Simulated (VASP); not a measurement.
Write the native input for VASP 6.6.1 that does the following.

- Task: single point
- Functional: PBE
- Potentials or basis: VASP PAW PBE potentials, release 64 (Ta_pv, H)
- Cutoff: 520 eV
- k mesh: 12 × 12 × 8
- Occupations: gaussian, width 0.1 eV
- Spin: no spin polarisation
- Dipole correction: no
- Further INCAR settings: ALGO = Normal; EDIFF = 1e-06; NBANDS = 20

The structure of TaH lies in POSCAR:

```
TaH
1.0
    1.7539854859     -2.4176732899      0.0000000000
    1.7539854859      2.4176732899      0.0000000000
    0.0000000000      0.0000000000      4.8801386594
Ta H
2 2
Direct
    0.5000000000      0.0000000000      0.0000000000
    0.0000000000      0.5000000000      0.5000000000
    0.0000000000      0.0000000000      0.7500000000
    0.0000000000      0.0000000000      0.2500000000
```

These files were run (other wordings do the same):

INCAR

```
ALGO = Normal
EDIFF = 1E-6
ENCUT = 520
GGA = PE
ISIF = 2
ISMEAR = 0
LASPH = True
LCHARG = True
LELF = True
LREAL = False
LVHAR = True
LWAVE = False
NBANDS = 20
NELM = 60
PREC = Accurate
SIGMA = 0.1
```

KPOINTS

```
k-points
0
Gamma
  12 12 8
```

Potentials or basis: VASP PAW PBE potentials, release 64 (Ta_pv, H).

Run with:

```bash
$ cat potpaw_PBE.64/Ta_pv/POTCAR potpaw_PBE.64/H/POTCAR > POTCAR
$ mpirun -np 1 vasp_std > vasp.out
```

Results of the run:

The pressure is 0.1 GPa and the band gap on the k mesh is zero (band 12 reaches 8.47 eV, above the bottom of band 13 at 5.15 eV).

Caveat: spin-orbit coupling is left out, which moves the levels of the heavy elements.

Wall time 43 s on 1 thread of Intel(R) Xeon(R) 6975P-C (Granite Rapids) (shared host), peak memory 0.27 GiB.
